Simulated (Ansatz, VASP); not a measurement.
# Two plane-wave programs on Pb

INCAR

```
SYSTEM = Pb
ALGO = Normal ; DIPOL = 0.5 0.5 0.448
EDIFF = 1E-6 ; ENCUT = 520
GGA = PE ; IDIPOL = 3
ISIF = 2 ; ISMEAR = 0
IVDW = 12 ; LASPH = .True.
LCHARG = .False. ; LDIPOL = .True.
LREAL = .False. ; LWAVE = .False.
NBANDS = 96 ; NELM = 60
PREC = Accurate ; SIGMA = 0.1
```

File KPOINTS:

```
k-points
0
Gamma
  3 3 1
  0 0 0
```

File POSCAR:

```
Pb
1.0
    7.0141808633      0.0000000000      0.0000000000
    0.0000000000      7.0141808633      0.0000000000
    0.0000000000      0.0000000000     23.6721748529
Pb
12
Direct
    0.2500000000      0.2500000000      0.3379495146
    0.2500000000      0.7500000000      0.3379495146
    0.7500000000      0.2500000000      0.3379495146
    0.7500000000      0.7500000000      0.3379495146
    0.4992013904      0.4981116822      0.4464692346
    0.5067858872     -0.0050016737      0.4502555285
   -0.0013065846      0.4932611495      0.4506158469
    0.0057921826     -0.0036248249      0.4397239378
    0.7146716039      0.7168701567      0.5595791108
    0.8267068067      0.1763012654      0.5650480923
    0.1971209147      0.7880471694      0.5578864127
    0.2891881878      0.2675137641      0.5580290248
```

Input for Ansatz:

```yaml
crystal:
  lattice:
    - [7.0141808633, 0.0, 0.0]
    - [0.0, 7.0141808633, 0.0]
    - [0.0, 0.0, 23.6721748529]
  atoms:
    - { symbol: Pb, position: [0.25, 0.25, 0.3379495146] }
    - { symbol: Pb, position: [0.25, 0.75, 0.3379495146] }
    - { symbol: Pb, position: [0.75, 0.25, 0.3379495146] }
    - { symbol: Pb, position: [0.75, 0.75, 0.3379495146] }
    - { symbol: Pb, position: [0.4992013904, 0.4981116822, 0.4464692346] }
    - { symbol: Pb, position: [0.5067858872, -0.0050016737, 0.4502555285] }
    - { symbol: Pb, position: [-0.0013065846, 0.4932611495, 0.4506158469] }
    - { symbol: Pb, position: [0.0057921826, -0.0036248249, 0.4397239378] }
    - { symbol: Pb, position: [0.7146716039, 0.7168701567, 0.5595791108] }
    - { symbol: Pb, position: [0.8267068067, 0.1763012654, 0.5650480923] }
    - { symbol: Pb, position: [0.1971209147, 0.7880471694, 0.5578864127] }
    - { symbol: Pb, position: [0.2891881878, 0.2675137641, 0.5580290248] }
basis:
  ecutwfc: 420
kpoints:
  mp_grid: { grid: [3, 3, 1] }
hamiltonian:
  xc: pbe
  dispersion: d3bj
scf:
  occupations: { method: gaussian, width: 0.1 }
output:
  forces: true
  eigenvalues: true
  write_density: true
  volumetric_format: npy
efield:
  axis: 3
  dipole_correction: true
  ramp_width: 0.04
```

Alike in both runs: task single point; functional PBE; dispersion D3(BJ); k mesh 3 × 3 × 1; occupations gaussian, width 0.1 eV; no spin polarisation.

|  | VASP | Ansatz |
| --- | --- | --- |
| version | VASP 6.6.1 | Ansatz 0.2.0 |
| potentials or method | VASP PAW PBE potentials, release 64 (Pb_d), cutoff 520 eV | scalar-relativistic, plane waves, PAW |
| valence electrons in the cell | 168 | 168 |

```tsv
	VASP	Ansatz	Ansatz less VASP
gap on the k mesh at the Fermi level (eV)	none	none	-
rms of the force components (eV/Å)	0.071	0.071	+0.0002
```

Atom by atom the forces differ by 0.001 eV/Å (rms over components). A gap of «none» marks a metal or a gap that the smearing closes.

Neither program's run includes spin-orbit coupling.
